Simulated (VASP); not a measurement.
# RbBr (I4/mmm) in VASP: notebook, part 2 of 2

VASP 6.6.1.

## Step 3: Single point, PBE (uniaxial x strain -5.7%)

INCAR

```
SYSTEM = RbBr
PREC = Accurate
ENCUT = 520
EDIFF = 1E-7
ISMEAR = -1
SIGMA = 0.02
LREAL = .FALSE.
LASPH = .TRUE.
NELM = 60
ALGO = Normal
ISIF = 2
LWAVE = .FALSE.
LCHARG = .FALSE.
GGA = PE
NBANDS = 15
```

KPOINTS

```
regular mesh
0
G
  6 6 6
  0 0 0
```

POSCAR

```
RbBr
1.0
    0.0000000000      3.4608260907      3.4608260907
    3.2621746731      0.0000000000      3.4608260907
    3.2621746731      3.4608260907      0.0000000000
Rb Br
1 1
Direct
    0.0000000000      0.0000000000      0.0000000000
    0.5000000000      0.5000000000      0.5000000000
```

Potentials or basis: VASP PAW PBE potentials, release 64 (Rb_sv, Br).

The run is started by

```sh
cat potpaw_PBE.64/Rb_sv/POTCAR potpaw_PBE.64/Br/POTCAR > POTCAR
mpirun -np 1 vasp_std > vasp.out
```

OUTCAR:

```text
SYSTEM = RbBr
   PREC = Accurate
   ENCUT = 520
   EDIFF = 1E-7
   ISMEAR = -1
   LREAL = .FALSE.
   LASPH = .TRUE.
   NELM = 60
   ISIF = 2
   GGA = PE

 ion  position               nearest neighbor table
   1  0.000  0.000  0.000-   2 3.26   2 3.26   2 3.46   2 3.46   2 3.46   2 3.46
   2  0.500  0.500  0.500-   1 3.26   1 3.26   1 3.46   1 3.46   1 3.46   1 3.46

  LATTYP: Found a body centered tetragonal cell.
 ALAT       =     4.8943471945
 C/A-ratio  =     1.3330377039

  Lattice vectors:

 A1 = (  -3.2621746731,   0.0000000000,  -3.4608260907)
 A2 = (  -3.2621746731,   0.0000000000,   3.4608260907)
 A3 = (   3.2621746731,   3.4608260907,   0.0000000000)

Analysis of symmetry for initial positions (statically):
=====================================================================
 Subroutine PRICEL returns:
 Original cell was already a primitive cell.

 Routine SETGRP: Setting up the symmetry group for a
 body centered tetragonal supercell.

 Subroutine GETGRP returns: Found 16 space group operations
 (whereof 16 operations were pure point group operations)
 out of a pool of 16 trial point group operations.

The static configuration has the point symmetry D_4h.

Analysis of symmetry for dynamics (positions and initial velocities):
=====================================================================
 Subroutine PRICEL returns:
 Original cell was already a primitive cell.

 Routine SETGRP: Setting up the symmetry group for a
 body centered tetragonal supercell.

 Subroutine GETGRP returns: Found 16 space group operations
 (whereof 16 operations were pure point group operations)
 out of a pool of 16 trial point group operations.

The dynamic configuration has the point symmetry D_4h.

 Subroutine INISYM returns: Found 16 space group operations
 (whereof 16 operations are pure point group operations),
 and found     1 'primitive' translations

----------------------------------------------------------------------------------------

                                     Primitive cell

  volume of cell :      78.1442

  direct lattice vectors                    reciprocal lattice vectors
     0.000000000  3.460826091  3.460826091    -0.153271989  0.144474177  0.144474177
     3.262174673  0.000000000  3.460826091     0.153271989 -0.144474177  0.144474177
     3.262174673  3.460826091  0.000000000     0.153271989  0.144474177 -0.144474177

  length of vectors
     4.894347194  4.755954250  4.755954250     0.255417067  0.255417067  0.255417067

  position of ions in fractional coordinates (direct lattice)
     0.000000000  0.000000000  0.000000000
     0.500000000  0.500000000  0.500000000

  ion indices of the primitive-cell ions
   primitive index   ion index
                 1           1
                 2           2

----------------------------------------------------------------------------------------

 KPOINTS: regular mesh

Automatic generation of k-mesh.
 Grid dimensions read from file:
 generate k-points for:    6    6    6

 Generating k-lattice:

  Cartesian coordinates                     Fractional coordinates (reciprocal lattice)
    -0.025545331  0.024079029  0.024079029     0.166666667  0.000000000  0.000000000
     0.025545331 -0.024079029  0.024079029     0.000000000  0.166666667  0.000000000
     0.025545331  0.024079029 -0.024079029     0.000000000  0.000000000  0.166666667

  Length of vectors
     0.042569511  0.042569511  0.042569511

  Shift w.r.t. Gamma in fractional coordinates (k-lattice)
     0.000000000  0.000000000  0.000000000

 Subroutine IBZKPT returns following result:
 ===========================================

 Found     30 irreducible k-points:

 Following reciprocal coordinates:
            Coordinates               Weight
  0.000000  0.000000  0.000000      1.000000
  0.166667  0.000000  0.000000      8.000000
  0.333333  0.000000  0.000000      8.000000
  0.500000  0.000000  0.000000      4.000000
  0.166667  0.166667  0.000000      4.000000
  0.333333  0.166667  0.000000     16.000000
[... 16 lines left out ...]
 -0.333333  0.500000  0.166667      4.000000
  0.333333 -0.333333  0.166667      8.000000
 [... further k-points ...]
   k-points           NKPTS =     30   k-points in BZ     NKDIM =     30   number of bands    NBANDS=     15
   number of dos      NEDOS =    301   number of ions     NIONS =      2
   total plane-waves  NPLWV =  46656
   dimension x,y,z NGX =    36 NGY =   36 NGZ =   36
   dimension x,y,z NGXF=    72 NGYF=   72 NGZF=   72
   ions per type =               1   1
   NGX,Y,Z   is equivalent  to a cutoff of  12.23, 12.58, 12.58 a.u.
   NGXF,Y,Z  is equivalent  to a cutoff of  24.46, 25.17, 25.17 a.u.
 SYSTEM =  RbBr
   PREC   = accura    normal or accurate (medium, high low for compatibility)
   ISTART =      0    job   : 0-new  1-cont  2-samecut
   ICHARG =      2    charge: 1-file 2-atom 10-const
   ISPIN  =      1    spin polarized calculation?
   LNONCOLLINEAR =      F non collinear calculations
   LSORBIT =      F    spin-orbit coupling
   LASPH  =      T    aspherical Exc in radial PAW
   ENCUT  =  520.0 eV  38.22 Ry    6.18 a.u.   9.10  8.84  8.84*2*pi/ulx,y,z
   NELM   =     60;   NELMIN=  2; NELMDL= -5     # of ELM steps
   EDIFF  = 0.1E-06   stopping-criterion for ELM
   LREAL  =      F    real-space projection
   EDIFFG = 0.1E-05   stopping-criterion for IOM
   NSW    =      0    number of steps for IOM
   IBRION =     -1    ionic relax: 0-MD 1-quasi-New 2-CG
   NFREE  =      0    steps in history (QN), initial steepest desc. (CG)
   ISIF   =      2    stress and relaxation
   ISYM   =      2    0-nonsym 1-usesym 2-fastsym
   POTIM  = 0.5000    time-step for ionic-motion
   TEBEG  =    0.0;   TEEND  =   0.0 temperature during run
   PSTRESS=    0.0 pullay stress
   NELECT =      16.0000    total number of electrons
   NUPDOWN=      -1.0000    fix difference up-down
   EMIN   =  10.00;   EMAX   =-10.00  energy-range for DOS
   EFERMI =   0.00;   METHOD = LEGACY
   ISMEAR =    -1;   SIGMA  =   0.02  broadening in eV -4-tet -1-fermi 0-gaus
   EFERMI_NEDOS =   21; number of points for ismear=-14 and -15
   IALGO  =     38    algorithm
   IMIX   =      4    mixing-type and parameters
     AMIX     =   0.40;   BMIX     =  1.00
     AMIX_MAG =   1.60;   BMIX_MAG =  1.00
  volume/ion in A,a.u.               =      39.07       263.67
  Fermi-wavevector in a.u.,A,eV,Ry     =   0.964901  1.823398 12.667475  0.931033
  Thomas-Fermi vector in A             =   2.094571
   LORBIT       =      0    0 simple, 1 ext, 2 COOP (PROOUT), +10 PAW based schemes
   GGA     = PE    functional components
   LHFCALC =     F    Hartree Fock is set to
   AEXX    =    0.0000 exact exchange contribution
   IVDW    =     0    specifies the selected vdW correction
   LEPSILON=     F    determine dielectric tensor
   LRPA    =     F    only Hartree local field effects (RPA)
 non-spin polarized calculation
  energy-cutoff  :      520.00
  volume of cell :       78.14
 maximum number of plane-waves:      2128
   NGX = 19   NGY = 17   NGZ = 17

 number of electron      16.0000001 magnetization

 Free energy of the ion-electron system (eV)
  ---------------------------------------------------
  ext. energy  EPLUGINS =         0.00000000
  ---------------------------------------------------
  free energy    TOTEN  =        -6.05422029 eV

  energy without entropy =       -6.05422029  energy(sigma->0) =       -6.05422029

 E-fermi :  -1.1794     XC(G=0):  -7.3470

 val. band max:       -1.5695450998   @ k =   0.0000   0.0000   0.0000
 cond. band min:       2.7910991756   @ k =   0.0000   0.0000   0.0000
 fundamental gap:      4.3606442754
 Fermi energy:        -1.1793795028

 k-point     1 :       0.0000    0.0000    0.0000
  band No.  band energies     occupation
      1     -25.9829      2.00000
      2     -13.8524      2.00000
      3     -10.0826      2.00000
      4     -10.0592      2.00000
      5     -10.0592      2.00000
      6      -1.6630      2.00000
      7      -1.6630      2.00000
      8      -1.5695      2.00000
      9       2.7911      0.00000
     10       5.5369      0.00000
     11       5.5369      0.00000
     12       5.9011      0.00000
     13       6.3980      0.00000
     14       6.7505      0.00000
     15       9.4430      0.00000
[... 397 lines left out ...]
 k-point    24 :       0.3333   -0.3333    0.1667
  band No.  band energies     occupation
      1     -25.9697      2.00000
      2     -13.8676      2.00000
      3     -10.1636      2.00000
      4     -10.1583      2.00000
      5      -9.9966      2.00000
      6      -2.3674      2.00000
      7      -2.0279      2.00000
      8      -2.0139      2.00000
      9       5.5468      0.00000
     10       5.7813      0.00000
     11       6.8998      0.00000
     12       7.1805      0.00000
     13       8.5750      0.00000
     14       9.5098      0.00000
     15       9.8308      0.00000

 [... further k-points ...]
[... 5 lines left out ...]
  --------------------------------------------------------------------------------------
  -------------------------------------------------------------------------------------
  Total        1.7085488      0.4290855      0.4290855      0.0000000      0.0000000     -0.0000000
  in kB       35.0300869      8.7974680      8.7974680      0.0000000      0.0000000     -0.0000000
  external PRESSURE =      17.5416743 kB  Pullay stress =       0.0000000 kB

 VOLUME and BASIS-vectors are now :
 -----------------------------------------------------------------------------
  energy-cutoff  :      520.00
  volume of cell :       78.14
      direct lattice vectors                 reciprocal lattice vectors
     0.000000000  3.460826091  3.460826091    -0.153271989  0.144474177  0.144474177
     3.262174673  0.000000000  3.460826091     0.153271989 -0.144474177  0.144474177
     3.262174673  3.460826091  0.000000000     0.153271989  0.144474177 -0.144474177

 POSITION                                       TOTAL-FORCE (eV/Angst)
 -----------------------------------------------------------------------------------
      0.00000      0.00000      0.00000         0.000000     -0.000000     -0.000000
      3.26217      3.46083      3.46083         0.000000      0.000000      0.000000
 -----------------------------------------------------------------------------------
    total drift:                                0.000000      0.000000      0.000000

  FREE ENERGIE OF THE ION-ELECTRON SYSTEM (eV)
  ---------------------------------------------------
  free  energy   TOTEN  =        -6.0542202917 eV

  energy  without entropy=       -6.0542202916  energy(sigma->0) =       -6.05422029
```

OSZICAR:

```text
N       E                     dE             d eps       ncg     rms          rms(c)
DAV:   1     0.830909921747E+02    0.83091E+02   -0.66407E+03   900   0.915E+02
DAV:   2    -0.283267619861E+00   -0.83374E+02   -0.76178E+02  1308   0.166E+02
DAV:   3    -0.608790254662E+01   -0.58046E+01   -0.57760E+01  1180   0.445E+01
DAV:   4    -0.626778185084E+01   -0.17988E+00   -0.17985E+00  1355   0.706E+00
DAV:   5    -0.626910343846E+01   -0.13216E-02   -0.13216E-02  1209   0.603E-01    0.319E+00
DAV:   6    -0.605796900001E+01    0.21113E+00   -0.26032E-01  1117   0.237E+00    0.214E+00
DAV:   7    -0.604225276005E+01    0.15716E-01   -0.12642E-01  1152   0.176E+00    0.102E+00
DAV:   8    -0.605333106756E+01   -0.11078E-01   -0.13403E-02   938   0.679E-01    0.974E-02
DAV:   9    -0.605377985975E+01   -0.44879E-03   -0.58631E-04  1222   0.128E-01    0.676E-02
DAV:  10    -0.605421047189E+01   -0.43061E-03   -0.55824E-04   921   0.128E-01    0.226E-02
DAV:  11    -0.605421453100E+01   -0.40591E-05   -0.28869E-05  1173   0.289E-02    0.597E-03
DAV:  12    -0.605422001408E+01   -0.54831E-05   -0.85609E-06   921   0.188E-02    0.114E-03
DAV:  13    -0.605422019946E+01   -0.18538E-06   -0.18529E-07  1178   0.237E-03    0.109E-03
DAV:  14    -0.605422029165E+01   -0.92194E-07   -0.13951E-07   941   0.234E-03
   1 F= -.60542203E+01 E0= -.60542203E+01  d E =-.179136E-10
```

Wall time 36 s (1 thread of Intel Xeon Platinum 8259CL at 2.50GHz (Skylake/Cascade Lake), shared host); peak memory 0.21 GiB.

What came out:

```
Free energy            : -6.0542 eV
Pressure               : 1.8 GPa
Band gap on the k mesh : 4.36 eV, direct
```

Stress tensor (GPa, compression positive):
```
3.50 0.00 0.00
0.00 0.88 0.00
0.00 0.00 0.88
```

Caveat: the cell differs from its parent crystal (uniaxial x strain -5.7%).

## Step 4: Single point, r2SCAN (biaxial xy strain -5.6%)

POSCAR

```
RbBr
1.0
    0.0000000000      3.2680580775      3.4608260907
    3.2680580775      0.0000000000      3.4608260907
    3.2680580775      3.2680580775      0.0000000000
Rb Br
1 1
Direct
    0.0000000000      0.0000000000      0.0000000000
    0.5000000000      0.5000000000      0.5000000000
```

INCAR.step1

```
SYSTEM = RbBr
ALGO = Normal
EDIFF = 1E-4
ENCUT = 520
GGA = PE
ISMEAR = 0
LASPH = .True.
LCHARG = .False.
LREAL = .False.
LWAVE = .True.
NBANDS = 15
NELM = 60
PREC = Accurate
SIGMA = 0.01
```

INCAR.step2

```
SYSTEM = RbBr
ALGO = Normal
EDIFF = 1E-6
ENCUT = 520
ISIF = 2
ISMEAR = 0
ISTART = 1
LASPH = .True.
LCHARG = .False.
LMIXTAU = .True.
LREAL = .False.
LWAVE = .False.
METAGGA = R2SCAN
NBANDS = 15
NELM = 60
PREC = Accurate
SIGMA = 0.01
```

KPOINTS

```
k-points
0
Gamma
  6 6 6
  0 0 0
```

The run is started by

```sh
cat potpaw_PBE.64/Rb_sv/POTCAR potpaw_PBE.64/Br/POTCAR > POTCAR
cp INCAR.step1 INCAR
mpirun -np 1 vasp_std > vasp.out
cp INCAR.step2 INCAR
mpirun -np 1 vasp_std > vasp.out
```

Run time: 92 s. Hardware: 1 thread of Intel Xeon Platinum 8259CL at 2.50GHz (Skylake/Cascade Lake), shared host; peak memory 0.22 GiB.

The run converged. Its results:

```yaml
Free_energy: -31.0723 eV
Pressure: 2.4 GPa
Band_gap_on_the_k_mesh: 5.15 eV, direct
```

Stress tensor (GPa, compression positive):
```
3.36 0.00 0.00
0.00 3.36 0.00
0.00 0.00 0.48
```

Levels at points of the mesh, in eV from the valence-band top:
| k point | band 4 | band 5 | band 6 | band 7 | band 8 | band 9 | band 10 | band 11 | band 12 | band 13 |
| --- | --- | --- | --- | --- | --- | --- | --- | --- | --- | --- |
| (0.00, 0.00, 0.00) | -8.56 | -8.55 | -0.10 | 0.00 | 0.00 | 5.15 | 7.60 | 7.98 | 7.98 | 8.85 |
| (0.50, 0.00, 0.00) | -8.55 | -8.45 | -1.17 | -0.48 | -0.48 | 7.46 | 8.51 | 10.44 | 10.46 | 10.91 |
| (0.50, 0.50, 0.00) | -8.65 | -8.65 | -0.63 | -0.14 | -0.14 | 5.97 | 8.26 | 10.01 | 10.09 | 10.63 |
| (0.50, 0.00, 0.50) | -8.70 | -8.64 | -0.47 | -0.26 | -0.18 | 5.89 | 8.26 | 10.18 | 10.25 | 10.72 |

Caveat: the cell differs from its parent crystal (biaxial xy strain -5.6%); the PAW data sets were made with another functional, which shifts forces and pressure a little.

## Step 5: Single point, r2SCAN (uniaxial x strain -5.7%)

POSCAR

```
RbBr
1.0
    0.0000000000      3.4608260907      3.4608260907
    3.2621746731      0.0000000000      3.4608260907
    3.2621746731      3.4608260907      0.0000000000
Rb Br
1 1
Direct
    0.0000000000      0.0000000000      0.0000000000
    0.5000000000      0.5000000000      0.5000000000
```

INCAR.step1

```
  PREC = Accurate
  ENCUT = 520
  ISMEAR = 0
  SIGMA = 0.01
  LREAL = False
  LASPH = True
  NELM = 60
  NBANDS = 15
  GGA = PE
  ALGO = Normal
  EDIFF = 1E-4
  LWAVE = True
  LCHARG = False
```

INCAR.step2

```
  PREC = Accurate
  ENCUT = 520
  EDIFF = 1E-7
  ISMEAR = 0
  SIGMA = 0.01
  LREAL = False
  LASPH = True
  NELM = 60
  ALGO = Normal
  ISIF = 2
  LWAVE = False
  LCHARG = False
  METAGGA = R2SCAN
  LMIXTAU = True
  NBANDS = 15
  ISTART = 1
```

KPOINTS

```
regular mesh
0
Gamma
  6 6 6
```

The run is started by

```sh
cat potpaw_PBE.64/Rb_sv/POTCAR potpaw_PBE.64/Br/POTCAR > POTCAR
cp INCAR.step1 INCAR
mpirun -np 1 vasp_std > vasp.out
cp INCAR.step2 INCAR
mpirun -np 1 vasp_std > vasp.out
```

It took 2 min on 1 thread of Intel Xeon Platinum 8259CL at 2.50GHz (Skylake/Cascade Lake), shared host; peak memory 0.23 GiB.

Results (log left out):

```yaml
Free_energy: -31.1146 eV
Pressure: 1.2 GPa
Band_gap_on_the_k_mesh: 4.96 eV, direct
```

Stress tensor (GPa, compression positive):
```
3.10 0.00 0.00
0.00 0.29 0.00
0.00 0.00 0.29
```

Levels at points of the mesh, in eV from the valence-band top:
| k point | band 4 | band 5 | band 6 | band 7 | band 8 | band 9 | band 10 | band 11 | band 12 | band 13 |
| --- | --- | --- | --- | --- | --- | --- | --- | --- | --- | --- |
| (0.00, 0.00, 0.00) | -8.69 | -8.69 | -0.10 | -0.10 | 0.00 | 4.96 | 7.70 | 7.70 | 8.07 | 8.73 |
| (0.50, 0.00, 0.00) | -8.70 | -8.60 | -1.10 | -0.46 | -0.45 | 7.29 | 8.29 | 10.23 | 10.28 | 10.68 |
| (0.50, 0.50, 0.00) | -8.79 | -8.75 | -0.60 | -0.24 | -0.15 | 5.99 | 7.97 | 9.72 | 10.04 | 10.40 |
| (0.00, 0.50, 0.50) | -8.78 | -8.78 | -0.45 | -0.29 | -0.29 | 5.89 | 8.05 | 9.93 | 10.13 | 10.50 |

Caveat: the cell differs from its parent crystal (uniaxial x strain -5.7%); the PAW data sets were made with another functional, which shifts forces and pressure a little.

## Step 6: The runs side by side

```tsv
level	cell	smearing	gap on the mesh (eV)	pressure (GPa)
PBE	a = 4.760, b = 4.760, c = 4.622 Å, angles 61.0, 61.0, 58.1°, 2 atoms	fermi-dirac 0.02 eV	4.54	3.0
PBE	a = 4.894, b = 4.756, c = 4.756 Å, angles 61.9, 59.0, 59.0°, 2 atoms	fermi-dirac 0.02 eV	4.36	1.8
r2SCAN	a = 4.760, b = 4.760, c = 4.622 Å, angles 61.0, 61.0, 58.1°, 2 atoms	gaussian 0.01 eV	5.15	2.4
r2SCAN	a = 4.894, b = 4.756, c = 4.756 Å, angles 61.9, 59.0, 59.0°, 2 atoms	gaussian 0.01 eV	4.96	1.2
```

Alike in all rows: task single point; potentials or basis VASP PAW PBE potentials, release 64 (Rb_sv, Br); no spin polarisation; k mesh 6 × 6 × 6; cutoff (eV) 520.

Caveats: the PAW data sets were made with another functional, which shifts forces and pressure a little (some runs).

Absolute energies hang on the potentials; compare differences alone.
